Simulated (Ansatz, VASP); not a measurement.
**Two plane-wave programs on S**

File INCAR:

```
ALGO = Normal ; EDIFF = 1E-6
ENCUT = 520 ; GGA = PS
ISIF = 2 ; ISMEAR = -1
ISYM = 0 ; LASPH = T
LCHARG = F ; LREAL = F
LWAVE = F ; NBANDS = 9
NELM = 80 ; PREC = Accurate
SIGMA = 0.08
```

The input KPOINTS:

```
k-points
0
Gamma
  18 18 18
```

POSCAR

```
S
1.0
    0.0000000000      1.9545343630      1.9545343630
    1.9545343630      0.0000000000      1.9545343630
    1.9545343630      1.9545343630      0.0000000000
S
1
Direct
    0.0000000000      0.0000000000      0.0000000000
```

Input for Ansatz:

```yaml
crystal:
  lattice:
    - [0.0, 1.954534363, 1.954534363]
    - [1.954534363, 0.0, 1.954534363]
    - [1.954534363, 1.954534363, 0.0]
  atoms:
    - { symbol: S, position: [0.0, 0.0, 0.0] }
  symmetry: { detect: false }
kpoints:
  mp_grid: { grid: [18, 18, 18] }
  band_path:
    path:
      - [0.0, 0.0, 0.0]
      - [0.5, 0.0, 0.5]
      - [0.625, 0.25, 0.625]
      - [0.375, 0.375, 0.75]
      - [0.0, 0.0, 0.0]
      - [0.5, 0.5, 0.5]
      - [0.5, 0.25, 0.75]
      - [0.5, 0.0, 0.5]
    npoints: 8
scf:
  occupations: { method: fermi_dirac, width: 0.08 }
  convergence: { dr2_threshold: 1.0e-09 }
hamiltonian:
  xc: pbesol
  pseudopotentials: { kind: paw }
output:
  forces: true
  stress: true
  eigenvalues: true
  populations: true
```

Alike in both runs: task single point; functional PBEsol; k mesh 18 × 18 × 18; occupations fermi-dirac, width 0.08 eV; no spin polarisation.

|  | VASP | Ansatz |
| --- | --- | --- |
| version | VASP 6.6.1 | Ansatz 0.2.0 |
| potentials or method | VASP PAW PBE potentials, release 64 (S) | PAW with Ansatz's default frozen-core files, scalar-relativistic |
| plane-wave cutoff (eV) | 520 | 420 |
| valence electrons in the cell | 6 | 6 |

```csv
,VASP,Ansatz,Ansatz less VASP
gap on the k mesh at the Fermi level (eV),none,none,-
pressure (GPa),0.0,0.0,-0.05
```

VASP's potentials were made for PBE, not for PBEsol. A gap of «none» marks a metal or a gap that the smearing closes. Ansatz's warnings: stress scf threshold loose.
